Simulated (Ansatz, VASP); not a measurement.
# Ag in VASP and in Ansatz

```xyz
6
Lattice="2.0431 -2.0431 0.0000 2.0431 0.0000 -2.0431 10.5559 6.9807 6.9807" Properties=species:S:1:pos:R:3 pbc="T T T"
Ag    3.4050   -0.6812   -0.6812
Ag    7.4912    7.4912    7.4912
Ag    3.4050    1.3619    1.3619
Ag    7.4912    3.4050    3.4050
Ag    3.4050    3.4050    3.4050
Ag    7.4912    5.4481    5.4481
```

Alike in both runs: task single point; functional PBEsol; k mesh 18 × 18 × 4; occupations gaussian, width 0.15 eV; no spin polarisation.

|  | VASP | Ansatz |
| --- | --- | --- |
| version | VASP 6.6.1 | Ansatz 0.2.0 |
| potentials or method | VASP PAW PBE potentials, release 64 (Ag), cutoff 520 eV | scalar-relativistic, plane waves, PAW |
| valence electrons in the cell | 66 | 114 |

Ansatz gave:

| Item | Value |
| --- | --- |
| gap on the k mesh at the Fermi level (eV) | none |
| pressure (GPa) | -2.3 |
| traceless stress, the component that is largest in VASP (GPa) | 1.28 |
| rms of the force components (eV/Å) | 0.133 |

Q: What did VASP give for the same quantities?

A: gap on the k mesh at the Fermi level (eV): none; pressure (GPa): -2.4; traceless stress, the component that is largest in VASP (GPa): 1.27; rms of the force components (eV/Å): 0.132.

VASP's potentials were made for PBE, not for PBEsol. Atom by atom the forces differ by 0.001 eV/Å (rms over components). A gap of «none» marks a metal or a gap that the smearing closes. VASP's potentials hold 66 valence electrons a cell and Ansatz's 114, so a difference there can come from the potentials and not from the codes.
